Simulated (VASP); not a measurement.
ZnS:

```xyz
2
Lattice="0.0000 2.6655 2.6655 2.6655 0.0000 2.6655 2.6655 2.6655 0.0000" Properties=species:S:1:pos:R:3 pbc="T T T"
Zn    3.9982    3.9982    3.9982
S     0.0000    0.0000    0.0000
```

Base run:

- Program: VASP 6.6.1
- Functional: PBE0
- Potentials or basis: VASP PAW PBE potentials, release 64 (Zn, S)
- Cutoff: 520 eV
- k mesh: 5 × 5 × 5
- Occupations: fermi-dirac, width 0.05 eV
- Spin: no spin polarisation

Its results: band gap on the k mesh 4.24 eV; pressure 4.2 GPa.

Question: The run is repeated on the same cell with these changes: functional from PBE0 to b88 exchange, pbe correlation; cutoff from 520 eV to 500 eV; k mesh from 5 × 5 × 5 to 9 × 9 × 9. What comes out?

Answer: Band gap on the k mesh 2.29 eV; pressure 5.0 GPa.

Several settings changed at once.

Caveats: the cell stands under pressure; the PAW data sets were made with another functional, which shifts forces and pressure a little.

